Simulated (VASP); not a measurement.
# Sn (I4_1/amd) in VASP: single point with PBEsol

Aim: the single point of Sn with PBEsol.

Program: VASP 6.6.1. These are calculated values, not measurements. Logs are shortened: lines on timing, memory, paths and dates and some standing lists are left out, and cuts for length are marked.

## 1. The cell of the first run

The structure is tetragonal, space group I4_1/amd (No. 141). Conventional cell: a = 4.516 Å, b = 4.516 Å, c = 6.706 Å, α = 90.00°, β = 90.00°, γ = 90.00°. Within 3.7 Å of Sn (site symmetry -4m2) lie 4 Sn at 2.81 Å.

## 2. Single point, PBEsol

Contents of INCAR:

```
PREC = Accurate
ENCUT = 520
EDIFF = 1E-6
ISMEAR = 0
SIGMA = 0.15
LREAL = F
LASPH = T
NELM = 80
ALGO = Fast
ISIF = 2
LWAVE = F
LCHARG = F
GGA = PS
NBANDS = 21
```

Contents of KPOINTS:

```
regular mesh
0
Gamma
  14 14 14
```

Contents of POSCAR:

```
Sn
1.0
    0.0000000000      3.1932424573      3.3529045801
    3.1932424573      0.0000000000      3.3529045801
    3.1932424573      3.1932424573      0.0000000000
Sn
2
Direct
    0.5000000000      0.5000000000      0.5000000000
    0.7500000000      0.7500000000      0.7500000000
```

Potentials or basis: VASP PAW PBE potentials, release 64 (Sn_d).

Launch:

```
cat potpaw_PBE.64/Sn_d/POTCAR > POTCAR
mpirun -np 1 vasp_std > vasp.out
```

OUTCAR:

```text
PREC = Accurate
   ENCUT = 520
   EDIFF = 1E-6
   ISMEAR = 0
   LREAL = F
   LASPH = T
   NELM = 80
   ISIF = 2
   GGA = PS

 ion  position               nearest neighbor table
   1  0.500  0.500  0.500-   2 2.81   2 2.81   2 2.81   2 2.81
   2  0.750  0.750  0.750-   1 2.81   1 2.81   1 2.81   1 2.81

  LATTYP: Found a body centered tetragonal cell.
 ALAT       =     4.5159267911
 C/A-ratio  =     1.4849242405

  Lattice vectors:

 A1 = (  -3.1932424573,   0.0000000000,   3.3529045801)
 A2 = (   3.1932424573,   0.0000000000,   3.3529045801)
 A3 = (   0.0000000000,   3.1932424573,  -3.3529045801)

Analysis of symmetry for initial positions (statically):
=====================================================================
 Subroutine PRICEL returns:
 Original cell was already a primitive cell.

 Routine SETGRP: Setting up the symmetry group for a
 body centered tetragonal supercell.

 Subroutine GETGRP returns: Found 16 space group operations
 (whereof  8 operations were pure point group operations)
 out of a pool of 16 trial point group operations.

The static configuration has the point symmetry D_2d.
 The point group associated with its full space group is D_4h.

Analysis of symmetry for dynamics (positions and initial velocities):
=====================================================================
 Subroutine PRICEL returns:
 Original cell was already a primitive cell.

 Routine SETGRP: Setting up the symmetry group for a
 body centered tetragonal supercell.

 Subroutine GETGRP returns: Found 16 space group operations
 (whereof  8 operations were pure point group operations)
 out of a pool of 16 trial point group operations.

The dynamic configuration has the point symmetry D_2d.
 The point group associated with its full space group is D_4h.

 Subroutine INISYM returns: Found 16 space group operations
 (whereof  8 operations are pure point group operations),
 and found     1 'primitive' translations

----------------------------------------------------------------------------------------

                                     Primitive cell

  volume of cell :      68.3778

  direct lattice vectors                    reciprocal lattice vectors
     0.000000000  3.193242457  3.352904580    -0.156580656  0.156580656  0.149124435
     3.193242457  0.000000000  3.352904580     0.156580656 -0.156580656  0.149124435
     3.193242457  3.193242457  0.000000000     0.156580656  0.156580656 -0.149124435

  length of vectors
     4.630201563  4.630201563  4.515926791     0.266970225  0.266970225  0.266970225

  position of ions in fractional coordinates (direct lattice)
     0.500000000  0.500000000  0.500000000
     0.750000000  0.750000000  0.750000000

  ion indices of the primitive-cell ions
   primitive index   ion index
                 1           1
                 2           2

----------------------------------------------------------------------------------------

 KPOINTS: regular mesh

Automatic generation of k-mesh.
 Grid dimensions read from file:
 generate k-points for:   14   14   14

 Generating k-lattice:

  Cartesian coordinates                     Fractional coordinates (reciprocal lattice)
    -0.011184333  0.011184333  0.010651745     0.071428571 -0.000000000  0.000000000
     0.011184333 -0.011184333  0.010651745    -0.000000000  0.071428571  0.000000000
     0.011184333  0.011184333 -0.010651745     0.000000000  0.000000000  0.071428571

  Length of vectors
     0.019069302  0.019069302  0.019069302

  Shift w.r.t. Gamma in fractional coordinates (k-lattice)
     0.000000000  0.000000000  0.000000000

 Subroutine IBZKPT returns following result:
 ===========================================

 Found    244 irreducible k-points:

 Following reciprocal coordinates:
            Coordinates               Weight
  0.000000  0.000000  0.000000      1.000000
  0.071429 -0.000000  0.000000      8.000000
  0.142857  0.000000  0.000000      8.000000
  0.214286  0.000000  0.000000      8.000000
  0.285714  0.000000  0.000000      8.000000
  0.357143  0.000000  0.000000      8.000000
[... 16 lines left out ...]
  0.214286  0.142857  0.000000      8.000000
  0.285714  0.142857  0.000000      8.000000
 [... further k-points ...]
   k-points           NKPTS =    244   k-points in BZ     NKDIM =    244   number of bands    NBANDS=     21
   number of dos      NEDOS =    301   number of ions     NIONS =      2
   total plane-waves  NPLWV =  46656
   dimension x,y,z NGX =    36 NGY =   36 NGZ =   36
   dimension x,y,z NGXF=    72 NGYF=   72 NGZF=   72
   ions per type =               2
   NGX,Y,Z   is equivalent  to a cutoff of  12.93, 12.93, 13.25 a.u.
   NGXF,Y,Z  is equivalent  to a cutoff of  25.85, 25.85, 26.51 a.u.
 SYSTEM =  unknown system
   PREC   = accura    normal or accurate (medium, high low for compatibility)
   ISTART =      0    job   : 0-new  1-cont  2-samecut
   ICHARG =      2    charge: 1-file 2-atom 10-const
   ISPIN  =      1    spin polarized calculation?
   LNONCOLLINEAR =      F non collinear calculations
   LSORBIT =      F    spin-orbit coupling
   LASPH  =      T    aspherical Exc in radial PAW
   ENCUT  =  520.0 eV  38.22 Ry    6.18 a.u.   8.61  8.61  8.40*2*pi/ulx,y,z
   NELM   =     80;   NELMIN=  2; NELMDL= -5     # of ELM steps
   EDIFF  = 0.1E-05   stopping-criterion for ELM
   LREAL  =      F    real-space projection
   EDIFFG = 0.1E-04   stopping-criterion for IOM
   NSW    =      0    number of steps for IOM
   IBRION =     -1    ionic relax: 0-MD 1-quasi-New 2-CG
   NFREE  =      0    steps in history (QN), initial steepest desc. (CG)
   ISIF   =      2    stress and relaxation
   ISYM   =      2    0-nonsym 1-usesym 2-fastsym
   POTIM  = 0.5000    time-step for ionic-motion
   TEBEG  =    0.0;   TEEND  =   0.0 temperature during run
   PSTRESS=    0.0 pullay stress
   NELECT =      28.0000    total number of electrons
   NUPDOWN=      -1.0000    fix difference up-down
   EMIN   =  10.00;   EMAX   =-10.00  energy-range for DOS
   EFERMI =   0.00;   METHOD = LEGACY
   ISMEAR =     0;   SIGMA  =   0.15  broadening in eV -4-tet -1-fermi 0-gaus
   EFERMI_NEDOS =   21; number of points for ismear=-14 and -15
   IALGO  =     68    algorithm
   IMIX   =      4    mixing-type and parameters
     AMIX     =   0.40;   BMIX     =  1.00
     AMIX_MAG =   1.60;   BMIX_MAG =  1.00
  volume/ion in A,a.u.               =      34.19       230.72
  Fermi-wavevector in a.u.,A,eV,Ry     =   1.215689  2.297319 20.108049  1.477900
  Thomas-Fermi vector in A             =   2.351068
   LORBIT       =      0    0 simple, 1 ext, 2 COOP (PROOUT), +10 PAW based schemes
   GGA     = PS    functional components
   LHFCALC =     F    Hartree Fock is set to
   AEXX    =    0.0000 exact exchange contribution
   IVDW    =     0    specifies the selected vdW correction
   LEPSILON=     F    determine dielectric tensor
   LRPA    =     F    only Hartree local field effects (RPA)
 non-spin polarized calculation
 RMM-DIIS sequential band-by-band and
 Gauss-broadening in eV      SIGMA  =   0.15
  energy-cutoff  :      520.00
  volume of cell :       68.38
 maximum number of plane-waves:      1873
   NGX = 17   NGY = 17   NGZ = 17

 number of electron      27.9999995 magnetization

 Free energy of the ion-electron system (eV)
  ---------------------------------------------------
  ext. energy  EPLUGINS =         0.00000000
  ---------------------------------------------------
  free energy    TOTEN  =        -8.45140450 eV

  energy without entropy =       -8.44998443  energy(sigma->0) =       -8.45069447

 E-fermi :   5.5091     XC(G=0):  -9.0654

 val. band max:        5.4201215856   @ k =   0.4286   0.0000   0.0000
 cond. band min:       5.5197725849   @ k =   0.3571   0.0000   0.0000
 fundamental gap:      0.0996509993
 Fermi energy:         5.5091226158

 k-point     1 :       0.0000    0.0000    0.0000
  band No.  band energies     occupation
      1     -16.1219      2.00000
      2     -16.1219      2.00000
      3     -16.1032      2.00000
      4     -16.0589      2.00000
      5     -16.0520      2.00000
      6     -15.7652      2.00000
[... 13 lines left out ...]
     20      12.9915      0.00000
     21      13.2073      0.00000

 k-point     2 :       0.0714   -0.0000    0.0000
  band No.  band energies     occupation
      1     -16.1261      2.00000
      2     -16.1220      2.00000
      3     -16.1067      2.00000
      4     -16.0522      2.00000
      5     -16.0466      2.00000
      6     -15.7695      2.00000
[... 13 lines left out ...]
     20      12.5118      0.00000
     21      13.2095      0.00000

 k-point     3 :       0.1429    0.0000    0.0000
  band No.  band energies     occupation
      1     -16.1352      2.00000
      2     -16.1248      2.00000
      3     -16.1095      2.00000
      4     -16.0379      2.00000
      5     -16.0343      2.00000
      6     -15.7792      2.00000
[... 13 lines left out ...]
     20      12.1752      0.00000
     21      12.6892      0.00000

 k-point     4 :       0.2143    0.0000    0.0000
  band No.  band energies     occupation
      1     -16.1447      2.00000
      2     -16.1308      2.00000
      3     -16.1065      2.00000
      4     -16.0225      2.00000
      5     -16.0206      2.00000
      6     -15.7898      2.00000
[... 13 lines left out ...]
     20      12.2113      0.00000
     21      12.4351      0.00000

 k-point     5 :       0.2857    0.0000    0.0000
  band No.  band energies     occupation
      1     -16.1525      2.00000
      2     -16.1361      2.00000
      3     -16.1013      2.00000
      4     -16.0093      2.00000
      5     -16.0089      2.00000
      6     -15.7995      2.00000
[... 13 lines left out ...]
     20      12.4910      0.00000
     21      12.5188      0.00000
[... 382 lines left out ...]
     20      12.5769      0.00000
     21      12.7634      0.00000

 k-point    22 :       0.1429    0.1429    0.0000
  band No.  band energies     occupation
      1     -16.1345      2.00000
      2     -16.1345      2.00000
      3     -16.1223      2.00000
      4     -16.0366      2.00000
      5     -16.0093      2.00000
      6     -15.8240      2.00000
[... 13 lines left out ...]
     20      11.4945      0.00000
     21      14.0614      0.00000

 k-point    23 :       0.2143    0.1429    0.0000
  band No.  band energies     occupation
      1     -16.1430      2.00000
      2     -16.1416      2.00000
      3     -16.1205      2.00000
      4     -16.0265      2.00000
      5     -15.9905      2.00000
      6     -15.8434      2.00000
[... 13 lines left out ...]
     20      12.1144      0.00000
     21      13.7401      0.00000

 k-point    24 :       0.2857    0.1429    0.0000
  band No.  band energies     occupation
      1     -16.1528      2.00000
      2     -16.1497      2.00000
      3     -16.1115      2.00000
      4     -16.0140      2.00000
      5     -15.9739      2.00000
      6     -15.8585      2.00000
[... 13 lines left out ...]
     20      12.7192      0.00000
     21      13.5704      0.00000

 [... further k-points ...]

------------------------ aborting loop because EDIFF is reached ----------------------------------------

  FORCE on cell =-STRESS in cart. coord.  units (eV):
  Direction    XX          YY          ZZ          XY          YZ          ZX
  --------------------------------------------------------------------------------------
  -------------------------------------------------------------------------------------
  Total        0.5893687      0.5893687     -0.1007289      0.0000000     -0.0000000      0.0000000
  in kB       13.8096508     13.8096508     -2.3602056      0.0000000     -0.0000000      0.0000000
  external PRESSURE =       8.4196986 kB  Pullay stress =       0.0000000 kB

 VOLUME and BASIS-vectors are now :
 -----------------------------------------------------------------------------
  energy-cutoff  :      520.00
  volume of cell :       68.38
      direct lattice vectors                 reciprocal lattice vectors
     0.000000000  3.193242457  3.352904580    -0.156580656  0.156580656  0.149124435
     3.193242457  0.000000000  3.352904580     0.156580656 -0.156580656  0.149124435
     3.193242457  3.193242457  0.000000000     0.156580656  0.156580656 -0.149124435

 POSITION                                       TOTAL-FORCE (eV/Angst)
 -----------------------------------------------------------------------------------
      3.19324      3.19324      3.35290         0.000000      0.000000     -0.000000
      4.78986      4.78986      5.02936        -0.000000     -0.000000      0.000000
 -----------------------------------------------------------------------------------
    total drift:                                0.000000      0.000000      0.000000

  FREE ENERGIE OF THE ION-ELECTRON SYSTEM (eV)
  ---------------------------------------------------
  free  energy   TOTEN  =        -8.4514045042 eV

  energy  without entropy=       -8.4499844259  energy(sigma->0) =       -8.45069447
```

Wall time 4.7 min (1 thread of Intel Xeon Platinum 8488C (Sapphire Rapids), shared host); peak memory 0.4 GiB.

Results:

* Free energy: -8.4514 eV
* Pressure: 0.8 GPa
* Band gap on the k mesh: zero (bands 14 and 15 overlap by 0.29 eV)

Caveat: the PAW data sets were made with another functional, which shifts forces and pressure a little; spin-orbit coupling is left out, which moves the levels of the heavy elements.
